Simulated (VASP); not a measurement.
Wanted: the native input for a VASP 6.6.1 run.

```yaml
Task: single point
Functional: PBE
Potentials_or_basis: VASP PAW PBE potentials, release 64 (Ta_pv, O)
Cutoff: 520 eV
k_mesh: 14 × 14 × 4
Occupations: gaussian, width 0.15 eV
Spin: no spin polarisation
Dipole_correction: no
Further_INCAR_settings: ALGO = Normal; EDIFF = 1e-06; NBANDS = 61
```

The structure of Ta4O lies in POSCAR:

```
Ta4O
1.0
   -3.2547070438      0.0000000000      0.0000000000
    0.0000000000     -3.2547070438      0.0000000000
    0.0000000000      0.0000000000     15.0407733139
Ta O
8 2
Direct
    1.0000000000      1.0000000000      0.0695740299
    1.0000000000      1.0000000000      0.5612632870
    0.5000000000      0.5000000000      0.2086791793
    0.5000000000      0.5000000000      0.7003684364
    0.5000000000      0.5000000000      0.9138473946
    0.5000000000      0.5000000000      0.4221581375
    1.0000000000      0.0000000000      0.8071079155
    1.0000000000      0.0000000000      0.3154186584
    0.5000000000      0.5000000000      0.0695740299
    0.5000000000      0.5000000000      0.5612632870
```

This cell differs from its parent crystal: the distance across one plane changed.

The input as run:

INCAR

```
SYSTEM = Ta4O
  ALGO = Normal
  EDIFF = 1E-6
  ENCUT = 520
  GGA = PE
  ISIF = 2
  ISMEAR = 0
  LASPH = .True.
  LCHARG = .False.
  LREAL = .False.
  LWAVE = .False.
  NBANDS = 61
  NELM = 60
  PREC = Accurate
  SIGMA = 0.15
```

KPOINTS

```
k-points
0
Gamma
  14 14 4
  0 0 0
```

Potentials or basis: VASP PAW PBE potentials, release 64 (Ta_pv, O).

The run is started by

```console
$ cat potpaw_PBE.64/Ta_pv/POTCAR potpaw_PBE.64/O/POTCAR > POTCAR
$ mpirun -np 1 vasp_std > vasp.out
```

Results of the run:

```json
{
 "Pressure": "-2.7 GPa",
 "Largest force": "1.530 eV/Å",
 "Band gap on the k mesh": "zero (bands 50 and 51 overlap by 0.97 eV)"
}
```

Caveat: the cell differs from its parent crystal (the distance across one plane changed); spin-orbit coupling is left out, which moves the levels of the heavy elements; forces of over 1 eV/Å act on the atoms, so gaps and moduli don't describe the material at rest.

Run time: 26 min on 1 thread of AMD EPYC 7R13, on a shared host, peak memory 0.73 GiB.
